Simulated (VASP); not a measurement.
# PbS (Cmcm) in VASP: single point with PBE

Aim: the single point of PbS with PBE.

All numbers are computed with VASP 6.6.1; they aren't measurements. Logs are shortened: lines on timing, memory, paths and dates and some standing lists are left out, and cuts for length are marked.

## Step 1: The cell of the first run

Symmetry: Cmcm, No. 63, orthorhombic system. Conventional cell: a = 4.193 Å, b = 12.241 Å, c = 4.295 Å, α = 90.00°, β = 90.00°, γ = 90.00°. Within 3.6 Å of Pb (site symmetry m2m) lie 5 S at 2.71 to 3.00 Å. S (site symmetry m2m) has 5 Pb at 2.71 to 3.00 Å within 3.6 Å.

## Step 2: Single point, PBE

INCAR reads:

```
SYSTEM = PbS
ALGO     = Normal         ! electronic algorithm
EDIFF    = 1E-7           ! SCF threshold, eV
ENCUT    = 520            ! plane-wave cutoff, eV
GGA      = PE             ! functional
ISIF     = 2              ! what is computed and relaxed
ISMEAR   = 0              ! smearing method
LASPH    = .TRUE.         ! aspherical terms in the spheres
LCHARG   = .FALSE.        ! write CHGCAR
LREAL    = .FALSE.        ! projectors in reciprocal space
LWAVE    = .FALSE.        ! write WAVECAR
NBANDS   = 28             ! bands
NELM     = 60             ! most SCF steps
PREC     = Accurate       ! precision mode
SIGMA    = 0.02           ! smearing width, eV
```

KPOINTS reads:

```
k-points
0
G
  8 8 6
  0 0 0
```

POSCAR reads:

```
PbS
1.0
    2.0963776367     -6.1202556511      0.0000000000
    2.0963776367      6.1202556511      0.0000000000
    0.0000000000      0.0000000000      4.2953260725
Pb S
2 2
Direct
    0.8667057376      0.1332942624      0.7500000000
    0.1332942624      0.8667057376      0.2500000000
    0.6454567147      0.3545432853      0.7500000000
    0.3545432853      0.6454567147      0.2500000000
```

Potentials or basis: VASP PAW PBE potentials, release 64 (Pb_d, S).

On the command line:

```bash
> cat potpaw_PBE.64/Pb_d/POTCAR potpaw_PBE.64/S/POTCAR > POTCAR
> mpirun -np 1 vasp_std > vasp.out
```

OUTCAR:

```text
SYSTEM = PbS
   EDIFF = 1E-7
   ENCUT = 520
   GGA = PE
   ISIF = 2
   ISMEAR = 0
   LASPH = .TRUE.
   LREAL = .FALSE.
   NELM = 60
   PREC = Accurate

 ion  position               nearest neighbor table
   1  0.867  0.133  0.750-   3 2.71   4 3.00   4 3.00   4 3.00   4 3.00   2 3.91   2 3.91
   2  0.133  0.867  0.250-   4 2.71   3 3.00   3 3.00   3 3.00   3 3.00   1 3.91   1 3.91
   3  0.645  0.355  0.750-   1 2.71   2 3.00   2 3.00   2 3.00   2 3.00
   4  0.355  0.645  0.250-   2 2.71   1 3.00   1 3.00   1 3.00   1 3.00

  LATTYP: Found a base centered orthorhombic cell.
 ALAT       =     4.1927552734
 B/A-ratio  =     2.9194433026
 C/A-ratio  =     1.0244638173

  Lattice vectors:

 A1 = (   2.0963776367,  -6.1202556511,   0.0000000000)
 A2 = (   2.0963776367,   6.1202556511,   0.0000000000)
 A3 = (   0.0000000000,   0.0000000000,   4.2953260725)

Analysis of symmetry for initial positions (statically):
=====================================================================
 Subroutine PRICEL returns:
 Original cell was already a primitive cell.

 Routine SETGRP: Setting up the symmetry group for a
 base centered orthorhombic supercell.

 Subroutine GETGRP returns: Found  8 space group operations
 (whereof  4 operations were pure point group operations)
 out of a pool of  8 trial point group operations.

The static configuration has the point symmetry C_2h.
 The point group associated with its full space group is D_2h.

Analysis of symmetry for dynamics (positions and initial velocities):
=====================================================================
 Subroutine PRICEL returns:
 Original cell was already a primitive cell.

 Routine SETGRP: Setting up the symmetry group for a
 base centered orthorhombic supercell.

 Subroutine GETGRP returns: Found  8 space group operations
 (whereof  4 operations were pure point group operations)
 out of a pool of  8 trial point group operations.

The dynamic configuration has the point symmetry C_2h.
 The point group associated with its full space group is D_2h.

 Subroutine INISYM returns: Found  8 space group operations
 (whereof  4 operations are pure point group operations),
 and found     1 'primitive' translations

----------------------------------------------------------------------------------------

                                     Primitive cell

  volume of cell :     110.2212

  direct lattice vectors                    reciprocal lattice vectors
     2.096377637 -6.120255651  0.000000000     0.238506647 -0.081695934  0.000000000
     2.096377637  6.120255651  0.000000000     0.238506647  0.081695934  0.000000000
     0.000000000  0.000000000  4.295326072     0.000000000  0.000000000  0.232811196

  length of vectors
     6.469337557  6.469337557  4.295326072     0.252110385  0.252110385  0.232811196

  position of ions in fractional coordinates (direct lattice)
     0.866705738  0.133294262  0.750000000
     0.133294262  0.866705738  0.250000000
     0.645456715  0.354543285  0.750000000
     0.354543285  0.645456715  0.250000000

  ion indices of the primitive-cell ions
   primitive index   ion index
                 1           1
                 2           2
                 3           3
                 4           4

----------------------------------------------------------------------------------------

 KPOINTS: k-points

Automatic generation of k-mesh.
 Grid dimensions read from file:
 generate k-points for:    8    8    6

 Generating k-lattice:

  Cartesian coordinates                     Fractional coordinates (reciprocal lattice)
     0.029813331 -0.010211992  0.000000000     0.125000000 -0.000000000  0.000000000
     0.029813331  0.010211992  0.000000000    -0.000000000  0.125000000  0.000000000
     0.000000000  0.000000000  0.038801866     0.000000000  0.000000000  0.166666667

  Length of vectors
     0.031513798  0.031513798  0.038801866

  Shift w.r.t. Gamma in fractional coordinates (k-lattice)
     0.000000000  0.000000000  0.000000000

 Subroutine IBZKPT returns following result:
 ===========================================

 Found     84 irreducible k-points:

 Following reciprocal coordinates:
            Coordinates               Weight
  0.000000  0.000000  0.000000      1.000000
  0.125000  0.000000  0.000000      4.000000
  0.250000  0.000000  0.000000      4.000000
  0.375000  0.000000  0.000000      4.000000
  0.500000  0.000000  0.000000      2.000000
  0.125000  0.125000  0.000000      2.000000
[... 16 lines left out ...]
  0.125000  0.000000  0.166667      8.000000
  0.250000  0.000000  0.166667      8.000000
 [... further k-points ...]
   k-points           NKPTS =     84   k-points in BZ     NKDIM =     84   number of bands    NBANDS=     28
   number of dos      NEDOS =    301   number of ions     NIONS =      4
   total plane-waves  NPLWV =  73728
   dimension x,y,z NGX =    48 NGY =   48 NGZ =   32
   dimension x,y,z NGXF=    96 NGYF=   96 NGZF=   64
   ions per type =               2   2
   NGX,Y,Z   is equivalent  to a cutoff of  12.33, 12.33, 12.39 a.u.
   NGXF,Y,Z  is equivalent  to a cutoff of  24.67, 24.67, 24.77 a.u.
 SYSTEM =  PbS
   PREC   = accura    normal or accurate (medium, high low for compatibility)
   ISTART =      0    job   : 0-new  1-cont  2-samecut
   ICHARG =      2    charge: 1-file 2-atom 10-const
   ISPIN  =      1    spin polarized calculation?
   LNONCOLLINEAR =      F non collinear calculations
   LSORBIT =      F    spin-orbit coupling
   LASPH  =      T    aspherical Exc in radial PAW
   ENCUT  =  520.0 eV  38.22 Ry    6.18 a.u.  12.03 12.03  7.99*2*pi/ulx,y,z
   NELM   =     60;   NELMIN=  2; NELMDL= -5     # of ELM steps
   EDIFF  = 0.1E-06   stopping-criterion for ELM
   LREAL  =      F    real-space projection
   EDIFFG = 0.1E-05   stopping-criterion for IOM
   NSW    =      0    number of steps for IOM
   IBRION =     -1    ionic relax: 0-MD 1-quasi-New 2-CG
   NFREE  =      0    steps in history (QN), initial steepest desc. (CG)
   ISIF   =      2    stress and relaxation
   ISYM   =      2    0-nonsym 1-usesym 2-fastsym
   POTIM  = 0.5000    time-step for ionic-motion
   TEBEG  =    0.0;   TEEND  =   0.0 temperature during run
   PSTRESS=    0.0 pullay stress
   NELECT =      40.0000    total number of electrons
   NUPDOWN=      -1.0000    fix difference up-down
   EMIN   =  10.00;   EMAX   =-10.00  energy-range for DOS
   EFERMI =   0.00;   METHOD = LEGACY
   ISMEAR =     0;   SIGMA  =   0.02  broadening in eV -4-tet -1-fermi 0-gaus
   EFERMI_NEDOS =   21; number of points for ismear=-14 and -15
   IALGO  =     38    algorithm
   IMIX   =      4    mixing-type and parameters
     AMIX     =   0.40;   BMIX     =  1.00
     AMIX_MAG =   1.60;   BMIX_MAG =  1.00
  volume/ion in A,a.u.               =      27.56       185.95
  Fermi-wavevector in a.u.,A,eV,Ry     =   1.167723  2.206676 18.552585  1.363577
  Thomas-Fermi vector in A             =   2.304219
   LORBIT       =      0    0 simple, 1 ext, 2 COOP (PROOUT), +10 PAW based schemes
   GGA     = PE    functional components
   LHFCALC =     F    Hartree Fock is set to
   AEXX    =    0.0000 exact exchange contribution
   IVDW    =     0    specifies the selected vdW correction
   LEPSILON=     F    determine dielectric tensor
   LRPA    =     F    only Hartree local field effects (RPA)
 non-spin polarized calculation
 Gauss-broadening in eV      SIGMA  =   0.02
  energy-cutoff  :      520.00
  volume of cell :      110.22
 maximum number of plane-waves:      3002
   NGX = 25   NGY = 25   NGZ = 15

 number of electron      40.0000002 magnetization

 Free energy of the ion-electron system (eV)
  ---------------------------------------------------
  ext. energy  EPLUGINS =         0.00000000
  ---------------------------------------------------
  free energy    TOTEN  =       -17.38657718 eV

  energy without entropy =      -17.38657718  energy(sigma->0) =      -17.38657718

 E-fermi :   4.6222     XC(G=0):  -9.4095

 val. band max:        4.5179751385   @ k =   0.5000   0.5000   0.3333
 cond. band min:       5.8047124930   @ k =   0.5000   0.5000   0.0000
 fundamental gap:      1.2867373545
 Fermi energy:         4.6222024794

 k-point     1 :       0.0000    0.0000    0.0000
  band No.  band energies     occupation
      1     -11.7801      2.00000
      2     -11.6920      2.00000
      3     -11.6916      2.00000
      4     -11.6784      2.00000
      5     -11.6563      2.00000
      6     -11.6509      2.00000
[... 20 lines left out ...]
     27      10.6052      0.00000
     28      11.5106      0.00000

 k-point     2 :       0.1250    0.0000    0.0000
  band No.  band energies     occupation
      1     -11.7716      2.00000
      2     -11.6896      2.00000
      3     -11.6822      2.00000
      4     -11.6777      2.00000
      5     -11.6579      2.00000
      6     -11.6552      2.00000
[... 20 lines left out ...]
     27      10.7095      0.00000
     28      11.8450      0.00000

 k-point     3 :       0.2500    0.0000    0.0000
  band No.  band energies     occupation
      1     -11.7502      2.00000
      2     -11.6812      2.00000
      3     -11.6778      2.00000
      4     -11.6658      2.00000
      5     -11.6656      2.00000
      6     -11.6618      2.00000
[... 20 lines left out ...]
     27      11.5545      0.00000
     28      12.5462      0.00000

 k-point     4 :       0.3750    0.0000    0.0000
  band No.  band energies     occupation
      1     -11.7242      2.00000
      2     -11.6838      2.00000
      3     -11.6812      2.00000
      4     -11.6762      2.00000
      5     -11.6609      2.00000
      6     -11.6582      2.00000
[... 578 lines left out ...]
     27      10.6074      0.00000
     28      12.2243      0.00000

 k-point    23 :       0.1250    0.0000    0.1667
  band No.  band energies     occupation
      1     -11.7596      2.00000
      2     -11.6880      2.00000
      3     -11.6841      2.00000
      4     -11.6707      2.00000
      5     -11.6659      2.00000
      6     -11.6556      2.00000
[... 20 lines left out ...]
     27      11.4928      0.00000
     28      12.4274      0.00000

 k-point    24 :       0.2500    0.0000    0.1667
  band No.  band energies     occupation
      1     -11.7472      2.00000
      2     -11.6905      2.00000
      3     -11.6798      2.00000
      4     -11.6698      2.00000
      5     -11.6662      2.00000
      6     -11.6531      2.00000
[... 20 lines left out ...]
     27      11.9369      0.00000
     28      12.4780      0.00000

 [... further k-points ...]
[... 5 lines left out ...]
  --------------------------------------------------------------------------------------
  -------------------------------------------------------------------------------------
  Total       -0.0360265     -0.0553834     -0.0402177      0.0000000      0.0000000      0.0000000
  in kB       -0.5236821     -0.8050532     -0.5846046      0.0000000      0.0000000      0.0000000
  external PRESSURE =      -0.6377800 kB  Pullay stress =       0.0000000 kB

 VOLUME and BASIS-vectors are now :
 -----------------------------------------------------------------------------
  energy-cutoff  :      520.00
  volume of cell :      110.22
      direct lattice vectors                 reciprocal lattice vectors
     2.096377637 -6.120255651  0.000000000     0.238506647 -0.081695934  0.000000000
     2.096377637  6.120255651  0.000000000     0.238506647  0.081695934  0.000000000
     0.000000000  0.000000000  4.295326072     0.000000000  0.000000000  0.232811196

 POSITION                                       TOTAL-FORCE (eV/Angst)
 -----------------------------------------------------------------------------------
      2.09638     -4.48867      3.22149         0.000000      0.007194      0.000000
      2.09638      4.48867      1.07383         0.000000     -0.007194      0.000000
      2.09638     -1.78046      3.22149         0.000000      0.000520     -0.000000
      2.09638      1.78046      1.07383         0.000000     -0.000520     -0.000000
 -----------------------------------------------------------------------------------
    total drift:                               -0.000000     -0.000000     -0.000000

  FREE ENERGIE OF THE ION-ELECTRON SYSTEM (eV)
  ---------------------------------------------------
  free  energy   TOTEN  =       -17.3865771773 eV

  energy  without entropy=      -17.3865771773  energy(sigma->0) =      -17.38657718
```

Wall time 3.9 min (1 thread of Intel Xeon Platinum 8259CL at 2.50GHz (Skylake/Cascade Lake), shared host); peak memory 0.39 GiB.

What came out:

* Free energy: -17.3866 eV
* Pressure: -0.1 GPa
* Largest force: 0.007 eV/Å
* Band gap on the k mesh: 1.29 eV (least direct gap 1.50 eV)

Forces in eV/Å, atoms in the order of the input:
```
Pb   0.000  0.007  0.000
Pb   0.000 -0.007  0.000
S    0.000  0.001  0.000
S    0.000 -0.001  0.000
```

Caveat: spin-orbit coupling is left out, which moves the levels of the heavy elements. A k mesh can miss the band edges.
